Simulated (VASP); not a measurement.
A run of VASP 6.6.1 is set up as follows.

INCAR

```
SYSTEM = LaAlS3
ALGO = Normal
EDIFF = 1E-6
ENCUT = 520
GGA = PS
ISIF = 2
ISMEAR = -1
LASPH = .TRUE.
LCHARG = .FALSE.
LREAL = .FALSE.
LWAVE = .FALSE.
NBANDS = 24
NELM = 60
PREC = Accurate
SIGMA = 0.03
```

File KPOINTS:

```
k-points
0
G
  4 4 4
  0 0 0
```

The input POSCAR:

```
LaAlS3
1.0
    4.6243622456      0.0000000000      0.0000000000
    0.0000000000      4.6243622456      0.0000000000
    0.0000000000      0.0000000000      4.6243622456
La Al S
1 1 3
Direct
    0.0000000000      0.0000000000      0.0000000000
    0.5000000000      0.5000000000      0.5000000000
    0.0000000000      0.5000000000      0.5000000000
    0.5000000000      0.0000000000      0.5000000000
    0.5000000000      0.5000000000      0.0000000000
```

Potentials or basis: VASP PAW PBE potentials, release 64 (La, Al, S).

Run with:

```bash
$ cat potpaw_PBE.64/La/POTCAR potpaw_PBE.64/Al/POTCAR potpaw_PBE.64/S/POTCAR > POTCAR
$ mpirun -np 1 vasp_std > vasp.out
```

Question: Estimate the band gap on the k mesh.

Answer: Zero (band 16 reaches 7.41 eV, above the bottom of band 17 at 7.26 eV).

Question: What does it give for the pressure?

Answer: -0.1 GPa.

Caveat: the PAW data sets were made with another functional, which shifts forces and pressure a little; spin-orbit coupling is left out, which moves the levels of the heavy elements.
